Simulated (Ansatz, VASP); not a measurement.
## Al in VASP and in Ansatz

```
CELL_PARAMETERS angstrom
2.82220 0.00000 0.00000
-1.41110 2.44410 0.00000
0.00000 0.00000 9.26206
ATOMIC_POSITIONS crystal
Al 0.00000 0.00000 0.00000
Al 0.33333 0.66667 0.25000
Al 0.00000 0.00000 0.50000
Al 0.66667 0.33333 0.75000
```

Alike in both runs: functional r2SCAN; k mesh 18 × 18 × 6; occupations gaussian, width 0.1 eV; no spin polarisation.

Ansatz relaxed the structure, and its values are those at the end. VASP's run is a single point on that final structure, the one shown.

```csv
,VASP,Ansatz
version,VASP 6.6.1,Ansatz 0.2.0
potentials or method,"VASP PAW PBE potentials, release 64 (Al), cutoff 520 eV","scalar-relativistic, plane waves, PAW"
valence electrons in the cell,12,12
```

VASP gave:

| Quantity | Value |
| --- | --- |
| gap on the k mesh at the Fermi level (eV) | none |
| pressure (GPa) | -0.3 |

Q: Which values does Ansatz return?

A: gap on the k mesh at the Fermi level (eV): none; pressure (GPa): 0.0.

VASP's potentials were made for PBE, not for r2SCAN. A gap of «none» marks a metal or a gap that the smearing closes. With one functional, cell and mesh, what is left measures potentials, basis and numerics.
